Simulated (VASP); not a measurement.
Here is a VASP 6.6.1 calculation.

File INCAR:

```
ALGO = Normal ; EDIFF = 1E-6
ENCUT = 520 ; GGA = PS
ISIF = 2 ; ISMEAR = -1
ISPIN = 2 ; LASPH = T
LCHARG = F ; LMAXMIX = 4
LORBIT = 11 ; LREAL = F
LWAVE = F ; MAGMOM = 1 1
NBANDS = 21 ; NELM = 150
PREC = Accurate ; SIGMA = 0.05
```

File KPOINTS:

```
k-points
0
Gamma
  12 12 7
```

POSCAR

```
Ni
1.0
    2.4169380004      0.0000000000      0.0000000000
   -1.2084690002      2.0931297077      0.0000000000
    0.0000000000      0.0000000000      3.9583596141
Ni
2
Direct
    0.6666666667      0.3333333333      0.7500000000
    0.3333333333      0.6666666667      0.2500000000
```

Potentials or basis: VASP PAW PBE potentials, release 64 (Ni).

Command:

```console
$ cat potpaw_PBE.64/Ni/POTCAR > POTCAR
$ mpirun -np 1 vasp_std > vasp.out
```

(1) What does it give for the net moment?

(2) Predict the site moments.

(3) Predict the pressure.

Answers

(1) 1.23 μB per cell.

(2) Ni +0.62 μB.

(3) 9.7 GPa.

Caveat: the cell stands under pressure; the PAW data sets were made with another functional, which shifts forces and pressure a little.
